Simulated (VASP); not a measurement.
Input of a VASP 6.6.1 run:

The input INCAR:

```
SYSTEM = Hf2Pd2Se2Br2O3
  PREC = Accurate
  ENCUT = 520
  EDIFF = 1E-6
  ISMEAR = -1
  SIGMA = 0.05
  LREAL = .FALSE.
  LASPH = .TRUE.
  NELM = 60
  ALGO = Normal
  ISIF = 2
  LWAVE = .FALSE.
  LCHARG = .TRUE.
  GGA = PE
  LELF = .TRUE.
  LVHAR = .TRUE.
  NBANDS = 53
```

KPOINTS

```
regular mesh
0
G
  6 6 2
  0 0 0
```

File POSCAR:

```
Hf2Pd2Se2Br2O3
1.0
    5.7952369414     -1.6876374690      0.7642563503
    5.7952369414      1.6876374690      0.7642563503
   -1.7659284475      0.0000000000     10.3869256624
Hf Pd Se Br O
2 2 2 2 3
Direct
    0.0339050306      0.0339050306      0.9634576231
    0.4080245710      0.4080245710      0.6865269471
    0.8870686524      0.8870686524      0.4452209720
    0.6516367047      0.6516367047      0.2550821232
    0.0064252247      0.0064252247      0.2188861223
    0.2383058508      0.2383058508      0.4114992336
    0.3488874863      0.3488874863      0.9810368938
    0.7276454416      0.7276454416      0.7006107046
    0.4849759329      0.4849759329      0.5311821935
    0.6177005034      0.6177005034      0.9580265713
    0.9837346016      0.9837346016      0.7698906155
```

Potentials or basis: VASP PAW PBE potentials, release 64 (Hf_pv, Pd, Se, Br, O).

Launch:

```sh
$ cat potpaw_PBE.64/Hf_pv/POTCAR potpaw_PBE.64/Pd/POTCAR potpaw_PBE.64/Se/POTCAR potpaw_PBE.64/Br/POTCAR potpaw_PBE.64/O/POTCAR > POTCAR
$ mpirun -np 1 vasp_std > vasp.out
```

(1) What does it give for the largest force?

(2) Predict the band gap on the k mesh.

Results:

(1) 0.137 eV/Å.

(2) 0.56 eV (least direct gap 0.63 eV).

Caveat: spin-orbit coupling is left out, which moves the levels of the heavy elements.
